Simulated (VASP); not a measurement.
# MgB2 (P6/mmm) in VASP: vibrations by perturbation theory with PBE

Aim: the vibrations by perturbation theory of MgB2 with PBE.

Everything below comes from runs of VASP 6.6.1. Logs are shortened: lines on timing, memory, paths and dates and some standing lists are left out, and cuts for length are marked.

### Step 1. The cell of the first run

Symmetry: P6/mmm, No. 191, hexagonal system. The conventional cell has a = 3.078 Å, b = 3.078 Å, c = 3.514 Å, α = 90.00°, β = 90.00°, γ = 120.00°. Within 3.3 Å of Mg (site symmetry 6/mmm) lie 12 B at 2.50 Å and 6 Mg at 3.08 Å. Within 2.4 Å of B (site symmetry -6m2) lie 3 B at 1.78 Å.

### Step 2. Vibrations by perturbation theory, PBE

The input, INCAR:

```
SYSTEM = MgB2
PREC = Accurate ; ENCUT = 520
EDIFF = 1E-8 ; ISMEAR = 1
SIGMA = 0.2 ; LREAL = .FALSE.
LASPH = .TRUE. ; NELM = 80
ALGO = Normal ; ISIF = 2
LWAVE = .FALSE. ; LCHARG = .FALSE.
GGA = PE ; NBANDS = 11
IBRION = 8 ; NSW = 1
```

The input, KPOINTS:

```
regular mesh
0
G
  12 12 10
  0 0 0
```

The input, POSCAR:

```
MgB2
1.0
    3.0782022112      0.0000000000      0.0000000000
   -1.5391011056      2.6658013129      0.0000000000
    0.0000000000      0.0000000000      3.5136169657
Mg B
1 2
Direct
    0.0000000000      0.0000000000      0.0000000000
    0.3333333333      0.6666666667      0.5000000000
    0.6666666667      0.3333333333      0.5000000000
```

Potentials or basis: VASP PAW PBE potentials, release 64 (Mg, B).

Run with:

```bash
$ cat potpaw_PBE.64/Mg/POTCAR potpaw_PBE.64/B/POTCAR > POTCAR
$ mpirun -np 1 vasp_std > vasp.out
```

OUTCAR:

```text
SYSTEM = MgB2
   PREC = Accurate
   ENCUT = 520
   EDIFF = 1E-8
   ISMEAR = 1
   LREAL = .FALSE.
   LASPH = .TRUE.
   NELM = 80
   ISIF = 2
   GGA = PE
   IBRION = 8
   NSW = 1

 ion  position               nearest neighbor table
   1  0.000  0.000  0.000-   2 2.50   3 2.50   2 2.50   3 2.50   3 2.50   3 2.50   2 2.50   2 2.50
                             3 2.50   3 2.50   2 2.50   2 2.50
   2  0.333  0.667  0.500-   3 1.78   3 1.78   3 1.78   1 2.50   1 2.50   1 2.50   1 2.50   1 2.50
                             1 2.50
   3  0.667  0.333  0.500-   2 1.78   2 1.78   2 1.78   1 2.50   1 2.50   1 2.50   1 2.50   1 2.50
                             1 2.50

  LATTYP: Found a hexagonal cell.
 ALAT       =     3.0782022112
 C/A-ratio  =     1.1414509914

  Lattice vectors:

 A1 = (   3.0782022112,   0.0000000000,   0.0000000000)
 A2 = (  -1.5391011056,   2.6658013129,   0.0000000000)
 A3 = (   0.0000000000,   0.0000000000,   3.5136169657)

Analysis of symmetry for initial positions (statically):
=====================================================================
 Subroutine PRICEL returns:
 Original cell was already a primitive cell.

 Routine SETGRP: Setting up the symmetry group for a
 hexagonal supercell.

 Subroutine GETGRP returns: Found 24 space group operations
 (whereof 24 operations were pure point group operations)
 out of a pool of 24 trial point group operations.

The static configuration has the point symmetry D_6h.

Analysis of symmetry for dynamics (positions and initial velocities):
=====================================================================
 Subroutine PRICEL returns:
 Original cell was already a primitive cell.

 Routine SETGRP: Setting up the symmetry group for a
 hexagonal supercell.

 Subroutine GETGRP returns: Found 24 space group operations
[... 518 lines left out ...]
     0.000000000  0.000000000  3.513616966     0.000000000  0.000000000  0.284607005

 POSITION                                       TOTAL-FORCE (eV/Angst)
 -----------------------------------------------------------------------------------
      0.00000      0.00000      0.00000         0.000000      0.000000      0.000000
     -0.00000      1.77720      1.75681        -0.000000      0.000000      0.000000
      1.53910      0.88860      1.75681         0.000000      0.000000      0.000000
 -----------------------------------------------------------------------------------
    total drift:                                0.000000     -0.000000      0.000000

  FREE ENERGIE OF THE ION-ELECTRON SYSTEM (eV)
  ---------------------------------------------------
  free  energy   TOTEN  =       -15.3200757942 eV

  energy  without entropy=      -15.3202994515  energy(sigma->0) =      -15.32015035

[... ionic steps 2 to 3 ...]

--------------------------------------- Ionic step        4  -------------------------------------------

------------------------ aborting loop because EDIFF is reached ----------------------------------------
[... 11 lines left out ...]
[... ionic steps 8 to 8 ...]

--------------------------------------- Ionic step        9  -------------------------------------------

 Free energy of the ion-electron system (eV)
  ---------------------------------------------------
  ---------------------------------------------------
  free energy    TOTEN  =        -0.04180801 eV

  energy without entropy =       -0.04180801

------------------------ aborting loop because EDIFF is reached ----------------------------------------

 INTERNAL STRAIN TENSOR  FOR ION    2  DIRECTION 3   (eV/Angst):
 -----------------------------------------------------------------------------
     0.00382  0.00000  0.00000
     0.00000  0.00382  0.00000
     0.00000  0.00000 -0.01077

 INTERNAL STRAIN TENSOR FOR ION    3 for displacements in x,y,z  (eV/Angst):
          X           Y           Z          XY          YZ          ZX
  --------------------------------------------------------------------------------
  x    -0.00000     0.00000     0.00000     3.07881     0.00000     0.00000
  y     3.07881    -3.07881     0.00000     0.00000     0.00000     0.00000
  z     0.00000     0.00000     0.00000     0.00000     0.00000     0.00000

 SECOND DERIVATIVES (NOT SYMMETRIZED)
 ------------------------------------
               1X          1Y          1Z          2X          2Y          2Z          3X          3Y          3Z
  1X    -4.740536    0.000000    0.000000    2.370268    0.000000    0.000000    2.370268    0.000000    0.000000
  1Y     0.000000   -4.740536    0.000000    0.000000    2.370268    0.000000    0.000000    2.370268    0.000000
  1Z    -0.000000    0.000000   -6.741939    0.000000   -0.000000    3.370970    0.000000   -0.000000    3.370970
  2X     2.375971    0.000000    0.000000   -7.468677    0.000000    0.000000    5.092706    0.000000    0.000000
  2Y     0.000000    2.375971    0.000000    0.000000   -7.468677    0.000000    0.000000    5.092706    0.000000
  2Z     0.000000   -0.000000    3.370708    0.000000   -0.000000  -11.076616   -0.000000    0.000000    7.705908
  3X     2.375971    0.000000    0.000000    5.092706    0.000000    0.000000   -7.468677    0.000000    0.000000
  3Y     0.000000    2.375971    0.000000    0.000000    5.092706    0.000000    0.000000   -7.468677    0.000000
  3Z     0.000000   -0.000000    3.370708   -0.000000    0.000000    7.705908    0.000000   -0.000000  -11.076616

 Eigenvectors and eigenvalues of the dynamical matrix
 ----------------------------------------------------

   1 f  =   20.606051 THz   129.471635 2PiTHz  687.343865 cm-1    85.219740 meV
             X         Y         Z           dx          dy          dz
      0.000000  0.000000  0.000000    -0.000000    0.000000    0.000000
     -0.000000  1.777201  1.756808    -0.000000    0.000000   -0.707107
      1.539101  0.888600  1.756808     0.000000   -0.000000    0.707107
[... 43 lines left out ...]
   9 f/i=    0.006039 THz     0.037945 2PiTHz    0.201444 cm-1     0.024976 meV
             X         Y         Z           dx          dy          dz
      0.000000  0.000000  0.000000     0.194558    0.701395   -0.000000
     -0.000000  1.777201  1.756808     0.129602    0.467225   -0.000000
      1.539101  0.888600  1.756808     0.129602    0.467225   -0.000000

--------------------------------------------------------------------------------------------------------

 ELASTIC MODULI CONTR FROM IONIC RELAXATION (kBar)
 Direction    XX          YY          ZZ          XY          YZ          ZX
 --------------------------------------------------------------------------------
 XX         -83.8666     83.8666      0.0000     -0.0000      0.0000      0.0000
 YY          83.8666    -83.8666      0.0000      0.0000     -0.0000      0.0000
 ZZ           0.0000      0.0000      0.0000      0.0000      0.0000      0.0000
 XY          -0.0000      0.0000      0.0000    -83.8666     -0.0000      0.0000
 YZ           0.0000     -0.0000      0.0000     -0.0000     -0.0000      0.0000
 ZX           0.0000      0.0000      0.0000      0.0000      0.0000      0.0000
 --------------------------------------------------------------------------------
```

OSZICAR:

```text
N       E                     dE             d eps       ncg     rms          rms(c)
DAV:   1     0.410735488337E+01    0.41074E+01   -0.38091E+03  2692   0.613E+02
DAV:   2    -0.164605559219E+02   -0.20568E+02   -0.19382E+02  3224   0.107E+02
DAV:   3    -0.170135292036E+02   -0.55297E+00   -0.55192E+00  3293   0.145E+01
[... 61 lines left out ...]
RMM:   4    -0.418200961456E-01   -0.31830E-03   -0.17343E-04  5639   0.661E-02    0.131E-02
RMM:   5    -0.418167063856E-01    0.33898E-05   -0.31703E-06  5748   0.123E-02    0.186E-03
RMM:   6    -0.418145210835E-01    0.21853E-05   -0.52231E-08  5971   0.146E-03    0.838E-04
RMM:   7    -0.418076440598E-01    0.68770E-05   -0.13004E-08  5705   0.838E-04    0.526E-05
RMM:   8    -0.418080048651E-01   -0.36081E-06   -0.31921E-09  6225   0.678E-05    0.166E-05
RMM:   9    -0.418080070079E-01   -0.21428E-08   -0.21125E-09  6122   0.250E-05    0.185E-06
 Linear response finished
```

stdout:

```text
POSCAR found type information on POSCAR MgB
 POSCAR found :  2 types and       3 ions
 scaLAPACK will be used
 LDA part: xc-table for (Slater+PW92), standard interpolation
 POSCAR, INCAR and KPOINTS ok, starting setup
 FFT: planning ... GRIDC
 FFT: planning ... GRID_SOFT
 FFT: planning ... GRID
 WAVECAR not read
 entering main loop
 Linear response reoptimize wavefunctions to high precision
 Linear response DOF=           4
 Linear response progress:
 first order change of Fermi-energy   0.21963E-04
 force on displaced ion       1 direction 1 :  -4.741   0.000   0.000
 Linear response progress:
 first order change of Fermi-energy   0.94439E-04
 force on displaced ion       1 direction 3 :   0.000  -0.000  -6.742
 Linear response progress:
 first order change of Fermi-energy  -0.33094E-04
 force on displaced ion       2 direction 1 :  -7.469  -0.002   0.000
 Linear response progress:
 first order change of Fermi-energy   0.87747E-04
 force on displaced ion       2 direction 3 :  -0.000   0.000 -11.077
 Linear response finished
```

It took 3.7 min on 1 thread of Intel Xeon 6975P-C, shared host; peak memory 0.47 GiB.

Results:

```
Highest phonon frequency at Γ, LO-TO splitting left out : 687 cm⁻¹
```

Phonon frequencies in cm⁻¹ (negative: imaginary):
```tsv
q point	frequencies
(0.000, 0.000, 0.000)	0 0 0 336 336 400 562 562 687
```
